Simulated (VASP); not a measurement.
MgO: relaxation of cell and atoms with LDA

Crystal: MgO.

```
Mg O
1.0
     0.00000    2.07955    2.07955
     2.07955    0.00000    2.07955
     2.07955    2.07955    0.00000
Mg O
1 1
Direct
  0.00000 0.00000 0.00000
  0.50000 0.50000 0.50000
```

```json
{
  "Program": "VASP 6.6.1",
  "Task": "relaxation of cell and atoms",
  "Functional": "LDA",
  "Potentials or basis": "VASP PAW LDA potentials, release 64 (Mg, O)",
  "Cutoff": "600 eV",
  "k mesh": "10 × 10 × 10",
  "Occupations": "gaussian, width 0.01 eV",
  "Spin": "no spin polarisation",
  "Target pressure": "9 GPa",
  "Dipole correction": "no",
  "Further INCAR settings": "ALGO = Normal; EDIFF = 1e-07; IBRION = 2; EDIFFG = -0.001; NSW = 80; ISIF = 3"
}
```

* Relaxed volume: 8.50 Å³/atom
* Relaxed cell: a = 2.886 Å, b = 2.886 Å, c = 2.886 Å, α = 60.00°, β = 60.00°, γ = 60.00°
* Space group after relaxing (to 0.05 Å): Fm-3m (No. 225)
* Energy change on relaxing (the enthalpy is what falls): +10.1 meV/atom
* Ionic steps: 3
* Pressure after relaxing: 9.0 GPa
* Band gap on the k mesh: 5.64 eV, direct

The path:
```
step  energy change (eV)  largest force (eV/Å)  pressure (GPa)  volume (Å³)
   1              0.0000                0.0000           -1.94        17.99
   2              0.0646                0.0000           16.68        16.43
   3              0.0202                0.0000            8.98        16.99
```

Final structure:
```cif
data_structure
_symmetry_space_group_name_H-M 'P 1'
_symmetry_Int_Tables_number 1
_cell_length_a 2.8858
_cell_length_b 2.8858
_cell_length_c 2.8858
_cell_angle_alpha 60.000
_cell_angle_beta 60.000
_cell_angle_gamma 60.000
_cell_volume 16.99
loop_
_atom_site_label
_atom_site_type_symbol
_atom_site_fract_x
_atom_site_fract_y
_atom_site_fract_z
_atom_site_occupancy
Mg1 Mg 0.00000 0.00000 0.00000 1
O1 O 0.50000 0.50000 0.50000 1
```

Levels at points of the mesh, in eV from the valence-band top:
```tsv
k point	band 1	band 2	band 3	band 4	band 5	band 6	band 7	band 8
(0.00, 0.00, 0.00)	-17.53	0.00	0.00	0.00	5.64	16.04	16.04	16.04
(0.50, 0.00, 0.00)	-15.91	-5.14	-0.78	-0.78	8.35	13.49	16.99	16.99
(0.50, 0.50, 0.00)	-15.61	-4.56	-1.51	-1.51	8.97	10.77	13.92	20.11
```

It took 23 s on 1 thread of Intel Xeon 8259CL, on a shared host, peak memory 0.14 GiB.

Caveat: the cell is relaxed towards a set pressure, so the enthalpy falls and the energy may rise. LDA usually gives volumes a few per cent too small.
